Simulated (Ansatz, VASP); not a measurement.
One calculation of WSe2, two programs

Contents of INCAR:

```
PREC = Accurate
ENCUT = 500
EDIFF = 1E-6
ISMEAR = 0
SIGMA = 0.05
LREAL = F
LASPH = T
NELM = 120
ALGO = Normal
ISIF = 2
LWAVE = F
LCHARG = F
NBANDS = 20
GGA_COMPAT = F
```

Contents of KPOINTS:

```
regular mesh
0
Gamma
  9 9 2
```

Contents of POSCAR:

```
WSe2
1.0
    3.2905780679      0.0000000000      0.0000000000
   -1.6452890339      2.8497241999      0.0000000000
    0.0000000000      0.0000000000     16.6603124568
W Se
1 2
Direct
    0.0000000000      0.0000000000     -0.0020626924
    0.3333333333      0.6666666667      0.1023289438
    0.3333333333      0.6666666667      0.9024728870
```

Input for Ansatz:

```yaml
crystal:
  lattice:
    - [3.2905780679, 0.0, 0.0]
    - [-1.6452890339, 2.8497241999, 0.0]
    - [0.0, 0.0, 16.6603124568]
  atoms:
    - { symbol: W, position: [0.0, 0.0, -0.0020626924] }
    - { symbol: Se, position: [0.3333333333, 0.6666666667, 0.1023289438] }
    - { symbol: Se, position: [0.3333333333, 0.6666666667, 0.902472887] }
basis:
  ecutwfc: 420
kpoints:
  mp_grid: { grid: [9, 9, 2] }
hamiltonian:
  xc: lda
  pseudopotentials: { kind: paw, azcp: { folder: soft_1 } }
scf:
  occupations: { method: gaussian, width: 0.05 }
output:
  forces: true
  stress: true
  eigenvalues: true
```

Change from the starting cell: mode 9 frozen in at -0.040 Å, equal normal strain along x and y +0.0133.

Alike in both runs: task single point; functional LDA; k mesh 9 × 9 × 2; occupations gaussian, width 0.05 eV; no spin polarisation.

|  | VASP | Ansatz |
| --- | --- | --- |
| version | VASP 6.6.1 | Ansatz 0.2.0 |
| potentials or method | VASP PAW LDA potentials, release 64 (W_sv, Se), cutoff 500 eV | scalar-relativistic, plane waves, PAW |
| valence electrons in the cell | 26 | 46 |

Ansatz gave:

| Quantity | Value |
| --- | --- |
| gap on the k mesh at the Fermi level (eV) | 1.61 |
| least direct gap on the mesh (eV) | 1.61 |
| rms of the force components (eV/Å) | 0.873 |

Problem. Which values does VASP return?

Solution. gap on the k mesh at the Fermi level (eV): 1.61; least direct gap on the mesh (eV): 1.61; rms of the force components (eV/Å): 0.879.

Ansatz warns that its potentials were made for another functional, while VASP's fit it. LDA's correlation is that of Perdew and Zunger in VASP and of Perdew and Wang (1992) in Ansatz. Atom by atom the forces differ by 0.047 eV/Å (rms over components). VASP's potentials hold 26 valence electrons a cell and Ansatz's 46, so a difference there can come from the potentials and not from the codes.

Neither program's run includes spin-orbit coupling.
